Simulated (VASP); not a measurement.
Pd:

```
Pd
1.0
     2.75050    0.00000    0.00000
    -1.37525    2.38200    0.00000
     0.00000    0.00000    4.49157
Pd
2
Cartesian
  0.0000 1.5880 1.1229
  1.3753 0.7940 3.3687
```

| Quantity | Value |
| --- | --- |
| Program | VASP 6.6.1 |
| Task | relaxation of cell and atoms |
| Functional | PBEsol |
| Potentials or basis | VASP PAW PBE potentials, release 64 (Pd) |
| Cutoff | 600 eV |
| k mesh | 13 × 13 × 7 |
| Occupations | fermi-dirac, width 0.05 eV |
| Spin | collinear spin, ferromagnetic start |
| Starting moments | [0.5, 0.5] μB |

At the start: pressure -1.4 GPa; volume 14.71 Å³/atom.

Problem. How do energy, volume and symmetry change on relaxing?

Solution. Over 7 steps the energy falls by 4.0 meV/atom and the volume is 14.59 Å³/atom (-0.8 %); space group P6_3/mmc (No. 194, to 0.05 Å); moment 0.00 μB per cell.

Step by step:
```csv
step,energy change (eV),largest force (eV/Å),pressure (GPa),volume (Å³)
1,0.0000,0.0000,-1.38,29.43
2,-0.0043,0.0000,2.12,28.89
3,-0.0046,0.0000,1.38,28.99
4,-0.0079,0.0000,0.59,29.10
5,-0.0080,0.0000,0.54,29.11
6,-0.0079,0.0000,-0.53,29.26
7,-0.0081,0.0000,0.01,29.18
```

Final structure:
```cif
data_structure
_symmetry_space_group_name_H-M 'P 1'
_symmetry_Int_Tables_number 1
_cell_length_a 2.7165
_cell_length_b 2.7165
_cell_length_c 4.5666
_cell_angle_alpha 90.000
_cell_angle_beta 90.000
_cell_angle_gamma 120.000
_cell_volume 29.18
loop_
_atom_site_label
_atom_site_type_symbol
_atom_site_fract_x
_atom_site_fract_y
_atom_site_fract_z
_atom_site_occupancy
Pd1 Pd 0.33333 0.66667 0.25000 1
Pd2 Pd 0.66667 0.33333 0.75000 1
```

Caveat: the PAW data sets were made with another functional, which shifts forces and pressure a little.
